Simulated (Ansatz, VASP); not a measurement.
**One calculation of C, two programs**

Contents of INCAR:

```
SYSTEM = C
  PREC = Accurate
  ENCUT = 520
  EDIFF = 1E-7
  ISMEAR = 0
  SIGMA = 0.1
  LREAL = .False.
  LASPH = .True.
  NELM = 60
  ALGO = Normal
  ISIF = 2
  LWAVE = .False.
  LCHARG = .False.
  GGA = PE
  NBANDS = 11
```

Contents of KPOINTS:

```
Automatic mesh
0
Gamma
  8 8 8
  0 0 0
```

POSCAR

```
C
1.0
   -2.1160816959      2.1160816959      1.1510516985
    2.1160816959     -2.1160816959      1.1510516985
    2.1160816959      2.1160816959     -1.1510516985
C
2
Direct
    0.7500000000      0.2500000000      0.5000000000
    0.0000000000      0.0000000000      0.0000000000
```

Input for Ansatz:

```yaml
crystal:
  lattice:
    - [-2.1160816959, 2.1160816959, 1.1510516985]
    - [2.1160816959, -2.1160816959, 1.1510516985]
    - [2.1160816959, 2.1160816959, -1.1510516985]
  atoms:
    - { symbol: C, position: [0.75, 0.25, 0.5] }
    - { symbol: C, position: [0.0, 0.0, 0.0] }
basis:
  ecutwfc: 420
kpoints:
  mp_grid: { grid: [8, 8, 8] }
hamiltonian:
  xc: pbe
scf:
  occupations: { method: gaussian, width: 0.1 }
output:
  forces: true
  stress: true
  eigenvalues: true
```

Alike in both runs: task single point; functional PBE; k mesh 8 × 8 × 8; occupations gaussian, width 0.1 eV; no spin polarisation.

|  | VASP | Ansatz |
| --- | --- | --- |
| version | VASP 6.6.1 | Ansatz 0.2.0 |
| potentials or method | VASP PAW PBE potentials, release 64 (C), cutoff 520 eV | scalar-relativistic, plane waves, PAW |
| valence electrons in the cell | 8 | 8 |

```tsv
	VASP	Ansatz	Ansatz less VASP
gap on the k mesh at the Fermi level (eV)	none	none	-
pressure (GPa)	-46.7	-46.7	-0.01
traceless stress, the component that is largest in VASP (GPa)	11.45	11.43	-0.011
```

A gap of «none» marks a metal or a gap that the smearing closes. Both programs put the cell under strong tension, so it lies far from rest at this level. With one functional, cell and mesh, what is left measures potentials, basis and numerics.

The k mesh is coarse, so the values compare programs but aren't converged. Noted on VASP's run: the cell as given lies far from equilibrium.
